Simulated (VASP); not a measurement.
Set up this calculation in VASP 6.6.1, as the native input.

```yaml
Task: single point
Functional: r2SCAN
Potentials_or_basis: VASP PAW PBE potentials, release 64 (Sb)
Cutoff: 520 eV
k_mesh: 6 × 6 × 4
Occupations: fermi-dirac, width 0.05 eV
Spin: no spin polarisation
Dipole_correction: no
Further_INCAR_settings: ALGO = Normal; EDIFF = 1e-06; NBANDS = 18
```

The system is Sb.

```
Sb
1.0
     4.49731    0.00000    0.00000
     0.00000    4.39143    0.00000
    -1.31166    0.00000    6.32163
Sb
4
Direct
  0.33993 0.25000 0.68367
  0.93664 0.75000 0.76276
  0.06336 0.25000 0.23724
  0.66007 0.75000 0.31633
```

One way to write it, as run:

POSCAR

```
Sb
1.0
    4.4973118361      0.0000000000      0.0000000000
    0.0000000000      4.3914272939      0.0000000000
   -1.3116561893      0.0000000000      6.3216329680
Sb
4
Direct
    0.3399300000      0.2500000000      0.6836700000
    0.9366380000      0.7500000000      0.7627580000
    0.0633620000      0.2500000000      0.2372420000
    0.6600700000      0.7500000000      0.3163300000
```

INCAR.step1

```
SYSTEM = Sb
PREC = Accurate
ENCUT = 520
ISMEAR = -1
SIGMA = 0.05
LREAL = .False.
LASPH = .True.
NELM = 80
NBANDS = 18
GGA = PE
ALGO = Normal
EDIFF = 1E-4
LWAVE = .True.
LCHARG = .False.
```

INCAR.step2

```
SYSTEM = Sb
PREC = Accurate
ENCUT = 520
EDIFF = 1E-6
ISMEAR = -1
SIGMA = 0.05
LREAL = .False.
LASPH = .True.
NELM = 80
ALGO = Normal
ISIF = 2
LWAVE = .False.
LCHARG = .False.
METAGGA = R2SCAN
LMIXTAU = .True.
NBANDS = 18
ISTART = 1
```

KPOINTS

```
regular mesh
0
Gamma
  6 6 4
  0 0 0
```

Potentials or basis: VASP PAW PBE potentials, release 64 (Sb).

Run with:

```bash
$ cat potpaw_PBE.64/Sb/POTCAR > POTCAR
$ cp INCAR.step1 INCAR
$ mpirun -np 1 vasp_std > vasp.out
$ cp INCAR.step2 INCAR
$ mpirun -np 1 vasp_std > vasp.out
```

Results of the run:

```yaml
Pressure: 0.4 GPa
Largest_force: 0.188 eV/Å
Band_gap_on_the_k_mesh: zero (band 10 reaches 6.90 eV, above the bottom of band 11 at 6.20 eV)
```

Caveat: the PAW data sets were made with another functional, which shifts forces and pressure a little; spin-orbit coupling is left out, which moves the levels of the heavy elements.

Wall time 2.2 min on 1 thread of Intel(R) Xeon(R) 6975P-C (Granite Rapids), with other jobs on the host, peak memory 0.3 GiB.
